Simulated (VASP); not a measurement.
A run of VASP 6.6.1:

Contents of INCAR:

```
SYSTEM = CuGe
PREC = Accurate
ENCUT = 520
EDIFF = 1E-6
ISMEAR = 0
SIGMA = 0.1
LREAL = .FALSE.
LASPH = .TRUE.
NELM = 100
ALGO = Normal
ISIF = 2
LWAVE = .FALSE.
LCHARG = .FALSE.
GGA = PE
NBANDS = 33
```

File KPOINTS:

```
regular mesh
0
G
  6 6 6
  0 0 0
```

File POSCAR:

```
CuGe
1.0
    0.0000000000      3.1420587355      3.1420587355
    3.1420587355      0.0000000000      3.1420587355
    3.1420587355      3.1420587355      0.0000000000
Cu Ge
2 2
Direct
    0.5000000000      0.5000000000      0.5000000000
    0.7500000000      0.7500000000      0.7500000000
    0.0000000000      0.0000000000      0.0000000000
    0.2500000000      0.2500000000      0.2500000000
```

Potentials or basis: VASP PAW PBE potentials, release 64 (Cu, Ge_d).

Command:

```console
$ cat potpaw_PBE.64/Cu/POTCAR potpaw_PBE.64/Ge_d/POTCAR > POTCAR
$ mpirun -np 1 vasp_std > vasp.out
```

Hardware: 1 thread of Intel(R) Xeon(R) Platinum 8488C (Sapphire Rapids) (shared host).

Question: Estimate the wall time of this run.

Answer: Run time: 45 s on 1 thread of Intel(R) Xeon(R) Platinum 8488C (Sapphire Rapids), with other jobs on the host, peak memory 0.21 GiB. Counts: scf iterations 14, k points 16.
